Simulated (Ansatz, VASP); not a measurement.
# Two plane-wave programs on SnO2

```
Sn O
1.0
     0.00000    2.53359    2.53359
     2.53359    0.00000    2.53359
     2.53359    2.53359    0.00000
Sn O
1 2
Cartesian
  0.0000 0.0000 0.0000
  1.2668 1.2668 1.2668
  3.8004 3.8004 3.8004
```

Alike in both runs: functional r2SCAN; k mesh 10 × 10 × 10; occupations gaussian, width 0.02 eV; no spin polarisation.

Ansatz relaxed the structure, and its values are those at the end. VASP's run is a single point on that final structure, the one shown.

|  | VASP | Ansatz |
| --- | --- | --- |
| version | VASP 6.6.1 | Ansatz 0.2.0 |
| potentials or method | VASP PAW PBE potentials, release 64 (Sn_d, O), cutoff 520 eV | scalar-relativistic, plane waves, PAW |
| valence electrons in the cell | 26 | 26 |

|  | VASP | Ansatz | Ansatz less VASP |
| --- | --- | --- | --- |
| gap on the k mesh at the Fermi level (eV) | 0.86 | 0.84 | -0.020 |
| least direct gap on the mesh (eV) | 2.29 | 2.27 | -0.026 |
| pressure (GPa) | 1.3 | 0.0 | -1.36 |

VASP's potentials were made for PBE, not for r2SCAN.
